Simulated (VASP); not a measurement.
# Si (a cell with a defect) in VASP: a series of runs

Si (a cell with a defect) is run at these levels: PBEsol; tasks: single point.

Program: VASP 6.6.1. These are calculated values, not measurements. Logs are shortened: lines on timing, memory, paths and dates and some standing lists are left out, and cuts for length are marked.

## Step 1: The cell of the first run

The cell holds a defect, 15 atoms: a = 7.685 Å, b = 7.685 Å, c = 7.685 Å, α = 60.00°, β = 60.00°, γ = 60.00°.

## Step 2: Single point, PBEsol

The input, INCAR:

```
PREC = Accurate
ENCUT = 520
EDIFF = 1E-6
ISMEAR = 0
SIGMA = 0.02
LREAL = Auto
LASPH = T
NELM = 80
ALGO = Normal
ISIF = 2
LWAVE = F
LCHARG = F
GGA = PS
NBANDS = 43
```

The input, KPOINTS:

```
regular mesh
0
Gamma
  3 3 3
```

The input, POSCAR:

```
Si
1.0
    0.0000000000      5.4338342766     -5.4338342766
    5.4338342766      5.4338342766      0.0000000000
    5.4338342766      0.0000000000     -5.4338342766
Si
15
Direct
    0.1579658960      0.0261021026      0.1579660800
    0.1226295220      0.6217904942      0.1226295220
    0.6209502955      0.1325872236      0.1255122930
    0.6329502935      0.6217905862      0.1226296140
    0.1255122930      0.1325872236      0.6209502955
    0.1226296140      0.6217905862      0.6329502935
    0.6209502955      0.1325872236      0.6209502955
    0.6241136235      0.6276591862      0.6241136235
    0.2453073524      0.2383855366      0.2453073524
    0.7469569908      0.7576166829      0.2484693922
    0.7709997741      0.2383856286      0.2453072604
    0.2484693922      0.7576166829      0.7469569908
    0.2453072604      0.2383856286      0.7709997741
    0.7469569908      0.7576166829      0.7469569908
    0.7495504634      0.2513486666      0.7495504634
```

Potentials or basis: VASP PAW PBE potentials, release 64 (Si).

Started as:

```console
> cat potpaw_PBE.64/Si/POTCAR > POTCAR
> mpirun -np 1 vasp_std > vasp.out
```

OUTCAR:

```text
PREC = Accurate
   ENCUT = 520
   EDIFF = 1E-6
   ISMEAR = 0
   LREAL = Auto
   LASPH = T
   NELM = 80
   ISIF = 2
   GGA = PS

 ion  position               nearest neighbor table
   1  0.158  0.026  0.158-  11 2.49   9 2.49  13 2.49
   2  0.123  0.622  0.123-  10 2.36  12 2.36   9 2.41
   3  0.621  0.133  0.126-  10 2.35  15 2.36  11 2.36   9 2.36
   4  0.633  0.622  0.123-  10 2.36  14 2.36  11 2.41
   5  0.126  0.133  0.621-  12 2.35  15 2.36  13 2.36   9 2.36
   6  0.123  0.622  0.633-  12 2.36  14 2.36  13 2.41
   7  0.621  0.133  0.621-  14 2.35  15 2.36  11 2.36  13 2.36
   8  0.624  0.628  0.624-  10 2.36  12 2.36  14 2.36  15 2.36
   9  0.245  0.238  0.245-   3 2.36   5 2.36   2 2.41   1 2.49
  10  0.747  0.758  0.248-   3 2.35   8 2.36   2 2.36   4 2.36
  11  0.771  0.238  0.245-   3 2.36   7 2.36   4 2.41   1 2.49
  12  0.248  0.758  0.747-   5 2.35   8 2.36   2 2.36   6 2.36
  13  0.245  0.238  0.771-   5 2.36   7 2.36   6 2.41   1 2.49
  14  0.747  0.758  0.747-   7 2.35   8 2.36   4 2.36   6 2.36
  15  0.750  0.251  0.750-   7 2.36   5 2.36   3 2.36   8 2.36

  LATTYP: Found a face centered cubic cell.
 ALAT       =    10.8676685532

  Lattice vectors:

 A1 = (   0.0000000000,   5.4338342766,  -5.4338342766)
 A2 = (   5.4338342766,   5.4338342766,   0.0000000000)
 A3 = (   5.4338342766,   0.0000000000,  -5.4338342766)

Analysis of symmetry for initial positions (statically):
=====================================================================
 Subroutine PRICEL returns:
 Original cell was already a primitive cell.

 Routine SETGRP: Setting up the symmetry group for a
 face centered cubic supercell.

 Subroutine GETGRP returns: Found  6 space group operations
 (whereof  2 operations were pure point group operations)
 out of a pool of 48 trial point group operations.

The static configuration has the point symmetry C_1h.
 The point group associated with its full space group is C_3v.

Analysis of symmetry for dynamics (positions and initial velocities):
=====================================================================
 Subroutine PRICEL returns:
 Original cell was already a primitive cell.

 Routine SETGRP: Setting up the symmetry group for a
 face centered cubic supercell.

 Subroutine GETGRP returns: Found  6 space group operations
 (whereof  2 operations were pure point group operations)
 out of a pool of 48 trial point group operations.

The dynamic configuration has the point symmetry C_1h.
 The point group associated with its full space group is C_3v.

 Subroutine INISYM returns: Found  6 space group operations
 (whereof  2 operations are pure point group operations),
 and found     1 'primitive' translations

----------------------------------------------------------------------------------------

                                     Primitive cell

  volume of cell :     320.8848

  direct lattice vectors                    reciprocal lattice vectors
     0.000000000  5.433834277 -5.433834277    -0.092016056  0.092016056 -0.092016056
     5.433834277  5.433834277  0.000000000     0.092016056  0.092016056  0.092016056
     5.433834277  0.000000000 -5.433834277     0.092016056 -0.092016056 -0.092016056

  length of vectors
     7.684602130  7.684602130  7.684602130     0.159376484  0.159376484  0.159376484

  position of ions in fractional coordinates (direct lattice)
     0.157965896  0.026102103  0.157966080
     0.122629522  0.621790494  0.122629522
     0.620950296  0.132587224  0.125512293
     0.632950294  0.621790586  0.122629614
     0.125512293  0.132587224  0.620950296
     0.122629614  0.621790586  0.632950294
     0.620950296  0.132587224  0.620950296
     0.624113624  0.627659186  0.624113624
     0.245307352  0.238385537  0.245307352
     0.746956991  0.757616683  0.248469392
     0.770999774  0.238385629  0.245307260
     0.248469392  0.757616683  0.746956991
     0.245307260  0.238385629  0.770999774
     0.746956991  0.757616683  0.746956991
     0.749550463  0.251348667  0.749550463

  ion indices of the primitive-cell ions
   primitive index   ion index
                 1           1
                 2           2
                 3           3
                 4           4
                 5           5
                 6           6
                 7           7
                 8           8
                 9           9
                10          10
                11          11
                12          12
                13          13
                14          14
                15          15

----------------------------------------------------------------------------------------

 KPOINTS: regular mesh

Automatic generation of k-mesh.
 Grid dimensions read from file:
 generate k-points for:    3    3    3

 Generating k-lattice:

  Cartesian coordinates                     Fractional coordinates (reciprocal lattice)
    -0.030672019  0.030672019 -0.030672019     0.333333333  0.000000000  0.000000000
     0.030672019  0.030672019  0.030672019     0.000000000  0.333333333  0.000000000
     0.030672019 -0.030672019 -0.030672019     0.000000000  0.000000000  0.333333333

  Length of vectors
     0.053125495  0.053125495  0.053125495

  Shift w.r.t. Gamma in fractional coordinates (k-lattice)
     0.000000000  0.000000000  0.000000000

 Subroutine IBZKPT returns following result:
 ===========================================

 Found      6 irreducible k-points:

 Following reciprocal coordinates:
            Coordinates               Weight
  0.000000  0.000000  0.000000      1.000000
  0.333333  0.000000  0.000000      6.000000
  0.000000  0.333333  0.000000      2.000000
  0.333333  0.333333  0.000000      6.000000
 -0.333333  0.333333  0.000000      6.000000
  0.333333  0.000000 -0.333333      6.000000
   k-points           NKPTS =      6   k-points in BZ     NKDIM =      6   number of bands    NBANDS=     43
   number of dos      NEDOS =    301   number of ions     NIONS =     15
   total plane-waves  NPLWV = 216000
   dimension x,y,z NGX =    60 NGY =   60 NGZ =   60
   dimension x,y,z NGXF=   120 NGYF=  120 NGZF=  120
   ions per type =              15
   NGX,Y,Z   is equivalent  to a cutoff of  12.98, 12.98, 12.98 a.u.
   NGXF,Y,Z  is equivalent  to a cutoff of  25.96, 25.96, 25.96 a.u.
 SYSTEM =  unknown system
   PREC   = accura    normal or accurate (medium, high low for compatibility)
   ISTART =      0    job   : 0-new  1-cont  2-samecut
   ICHARG =      2    charge: 1-file 2-atom 10-const
   ISPIN  =      1    spin polarized calculation?
   LNONCOLLINEAR =      F non collinear calculations
   LSORBIT =      F    spin-orbit coupling
   LASPH  =      T    aspherical Exc in radial PAW
   ENCUT  =  520.0 eV  38.22 Ry    6.18 a.u.  14.29 14.29 14.29*2*pi/ulx,y,z
   NELM   =     80;   NELMIN=  2; NELMDL= -5     # of ELM steps
   EDIFF  = 0.1E-05   stopping-criterion for ELM
   LREAL  =      T    real-space projection
   EDIFFG = 0.1E-04   stopping-criterion for IOM
   NSW    =      0    number of steps for IOM
   IBRION =     -1    ionic relax: 0-MD 1-quasi-New 2-CG
   NFREE  =      0    steps in history (QN), initial steepest desc. (CG)
   ISIF   =      2    stress and relaxation
   ISYM   =      2    0-nonsym 1-usesym 2-fastsym
   POTIM  = 0.5000    time-step for ionic-motion
   TEBEG  =    0.0;   TEEND  =   0.0 temperature during run
   PSTRESS=    0.0 pullay stress
   NELECT =      60.0000    total number of electrons
   NUPDOWN=      -1.0000    fix difference up-down
   EMIN   =  10.00;   EMAX   =-10.00  energy-range for DOS
   EFERMI =   0.00;   METHOD = LEGACY
   ISMEAR =     0;   SIGMA  =   0.02  broadening in eV -4-tet -1-fermi 0-gaus
   EFERMI_NEDOS =   21; number of points for ismear=-14 and -15
   IALGO  =     38    algorithm
   IMIX   =      4    mixing-type and parameters
     AMIX     =   0.40;   BMIX     =  1.00
     AMIX_MAG =   1.60;   BMIX_MAG =  1.00
  volume/ion in A,a.u.               =      21.39       144.36
  Fermi-wavevector in a.u.,A,eV,Ry     =   0.936143  1.769054 11.923652  0.876364
  Thomas-Fermi vector in A             =   2.063122
   LORBIT       =      0    0 simple, 1 ext, 2 COOP (PROOUT), +10 PAW based schemes
   GGA     = PS    functional components
   LHFCALC =     F    Hartree Fock is set to
   AEXX    =    0.0000 exact exchange contribution
   IVDW    =     0    specifies the selected vdW correction
   LEPSILON=     F    determine dielectric tensor
   LRPA    =     F    only Hartree local field effects (RPA)
 non-spin polarized calculation
 Gauss-broadening in eV      SIGMA  =   0.02
  energy-cutoff  :      520.00
  volume of cell :      320.88
 maximum number of plane-waves:      8657
 NGX is ok and might be reduce to    60
   NGX = 29   NGY = 29   NGZ = 29

 number of electron      60.0000000 magnetization

 Free energy of the ion-electron system (eV)
  ---------------------------------------------------
  ext. energy  EPLUGINS =         0.00000000
  ---------------------------------------------------
  free energy    TOTEN  =       -82.84238406 eV

  energy without entropy =      -82.84071412  energy(sigma->0) =      -82.84154909

 E-fermi :   5.0082     XC(G=0):  -9.3351

 val. band max:        4.8367481444   @ k =   0.0000   0.0000   0.0000
 cond. band min:       5.0224233063   @ k =  -0.3333   0.3333   0.0000
 fundamental gap:      0.1856751619
 Fermi energy:         5.0082060187

 k-point     1 :       0.0000    0.0000    0.0000
  band No.  band energies     occupation
      1      -6.5231      2.00000
      2      -4.3320      2.00000
      3      -4.3320      2.00000
      4      -4.2655      2.00000
      5      -3.7353      2.00000
      6      -2.5540      2.00000
[... 259 lines left out ...]
     41       8.7952      0.00000
     42       8.9023      0.00000
 [bands above 42 left out]

------------------------ aborting loop because EDIFF is reached ----------------------------------------

  FORCE on cell =-STRESS in cart. coord.  units (eV):
  Direction    XX          YY          ZZ          XY          YZ          ZX
  --------------------------------------------------------------------------------------
  -------------------------------------------------------------------------------------
  Total       -6.4340583     -6.4340583     -6.4340583     -1.2146820     -1.2146820     -1.2146820
  in kB      -32.1252422    -32.1252422    -32.1252422     -6.0649053     -6.0649053     -6.0649053
  external PRESSURE =     -32.1252422 kB  Pullay stress =       0.0000000 kB

 VOLUME and BASIS-vectors are now :
 -----------------------------------------------------------------------------
  energy-cutoff  :      520.00
  volume of cell :      320.88
      direct lattice vectors                 reciprocal lattice vectors
     0.000000000  5.433834277 -5.433834277    -0.092016056  0.092016056 -0.092016056
     5.433834277  5.433834277  0.000000000     0.092016056  0.092016056  0.092016056
     5.433834277  0.000000000 -5.433834277     0.092016056 -0.092016056 -0.092016056

 POSITION                                       TOTAL-FORCE (eV/Angst)
 -----------------------------------------------------------------------------------
      1.00020      1.00020     -1.71672         0.480713      0.480713      0.480713
      4.04506      4.04506     -1.33270        -0.216341     -0.216341      0.111876
      1.40247      4.09460     -4.05615        -0.021965      0.004196      0.004196
      4.04506      6.81805     -4.10570        -0.216341      0.111876     -0.216341
      4.09460      1.40247     -4.05615         0.004196     -0.021965      0.004196
      6.81805      4.04506     -4.10570         0.111876     -0.216341     -0.216341
      4.09460      4.09460     -6.74828         0.004196      0.004196     -0.021965
      6.80193      6.80193     -6.78266        -0.056439     -0.056439     -0.056439
      2.62831      2.62831     -2.66592        -0.048184     -0.048184     -0.063786
      5.46691      8.17560     -5.40898         0.073474     -0.001975     -0.001975
      2.62831      5.48483     -5.52244        -0.048184     -0.063786     -0.048184
      8.17560      5.46691     -5.40898        -0.001975      0.073474     -0.001975
      5.48483      2.62831     -5.52244        -0.063786     -0.048184     -0.048184
      8.17560      8.17560     -8.11768        -0.001975     -0.001975      0.073474
      5.43872      5.43872     -8.14587         0.000737      0.000737      0.000737
 -----------------------------------------------------------------------------------
    total drift:                                0.007516      0.007569      0.007130

  FREE ENERGIE OF THE ION-ELECTRON SYSTEM (eV)
  ---------------------------------------------------
  free  energy   TOTEN  =       -82.8423840571 eV

  energy  without entropy=      -82.8407141241  energy(sigma->0) =      -82.84154909
```

It took 89 s on 1 thread of Intel Xeon 6975P-C (Granite Rapids), shared host; peak memory 0.44 GiB.

What came out:

```
Free energy            : -82.8424 eV
Pressure               : -3.2 GPa
Largest force          : 0.833 eV/Å
Band gap on the k mesh : zero (band 30 reaches 5.83 eV, above the bottom of band 31 at 5.02 eV)
```

Forces on the atoms (eV/Å):
```
Si   0.481  0.481  0.481
Si  -0.216 -0.216  0.112
Si  -0.022  0.004  0.004
Si  -0.216  0.112 -0.216
Si   0.004 -0.022  0.004
Si   0.112 -0.216 -0.216
Si   0.004  0.004 -0.022
Si  -0.056 -0.056 -0.056
Si  -0.048 -0.048 -0.064
Si   0.073 -0.002 -0.002
Si  -0.048 -0.064 -0.048
Si  -0.002  0.073 -0.002
Si  -0.064 -0.048 -0.048
Si  -0.002 -0.002  0.073
Si   0.001  0.001  0.001
```

Caveat: the PAW data sets were made with another functional, which shifts forces and pressure a little.

## Step 3: Single point, PBEsol

The input, INCAR:

```
SYSTEM = Si
PREC = Accurate
ENCUT = 520
EDIFF = 1E-7
ISMEAR = 0
SIGMA = 0.02
LREAL = Auto
LASPH = .TRUE.
NELM = 100
ALGO = Normal
ISIF = 2
LWAVE = .FALSE.
LCHARG = .TRUE.
GGA = PS
LELF = .TRUE.
LVHAR = .TRUE.
NBANDS = 43
```

The input, KPOINTS:

```
regular mesh
0
G
  3 3 3
  0 0 0
```

The input, POSCAR:

```
Si
1.0
    0.0000000000      5.4338342766     -5.4338342766
    5.4338342766      5.4338342766      0.0000000000
    5.4338342766      0.0000000000     -5.4338342766
Si
15
Direct
    0.2170342230     -0.1511028784      0.2170342230
    0.1296924904      0.6366144648      0.1296926745
    0.6280429852      0.1173833186      0.1265306347
    0.6040002939      0.6366142808      0.1296926745
    0.1265305427      0.1173832266      0.6280430772
    0.1296925825      0.6366145569      0.6040002019
    0.6280430772      0.1173832266      0.6280430772
    0.6254495126      0.6236515189      0.6254495126
    0.2523705969      0.2532097834      0.2523705969
    0.7540496805      0.7424127779      0.2494877339
    0.7420495905      0.2532095073      0.2523705049
    0.2494877339      0.7424127779      0.7540496805
    0.2523705049      0.2532096913      0.7420492225
    0.7540497725      0.7424128699      0.7540497725
    0.7508863525      0.2473409993      0.7508863525
```

Potentials or basis: VASP PAW PBE potentials, release 64 (Si).

Started as:

```console
> cat potpaw_PBE.64/Si/POTCAR > POTCAR
> mpirun -np 1 vasp_std > vasp.out
```

Run time: 1.7 min. Hardware: 1 thread of Intel Xeon 6975P-C (Granite Rapids), shared host; peak memory 0.44 GiB.

Results (log left out):

```yaml
Free_energy: -82.8424 eV
Pressure: -3.2 GPa
Largest_force: 0.838 eV/Å
Band_gap_on_the_k_mesh: zero (band 30 reaches 5.83 eV, above the bottom of band 31 at 5.02 eV)
```

Forces in eV/Å, atoms in the order of the input:
```
Si  -0.484 -0.484 -0.484
Si   0.047  0.047  0.067
Si  -0.072  0.002  0.002
Si   0.047  0.067  0.047
Si   0.002 -0.072  0.002
Si   0.067  0.047  0.047
Si   0.002  0.002 -0.072
Si   0.001  0.001  0.001
Si   0.218  0.218 -0.111
Si   0.021 -0.005 -0.005
Si   0.218 -0.111  0.218
Si  -0.005  0.021 -0.005
Si  -0.111  0.218  0.218
Si  -0.005 -0.005  0.021
Si   0.056  0.056  0.056
```

Stress tensor (GPa, compression positive):
```
-3.22 -0.61 -0.61
-0.61 -3.22 -0.61
-0.61 -0.61 -3.22
```

Levels at points of the mesh, in eV from the Fermi level:
```
           k point  band 26  band 27  band 28  band 29  band 30  band 31  band 32  band 33  band 34  band 35
(0.00, 0.00, 0.00)    -0.79    -0.20    -0.17    -0.17     0.82     0.82     0.87     0.96     0.96     1.13
```

Caveat: the PAW data sets were made with another functional, which shifts forces and pressure a little.
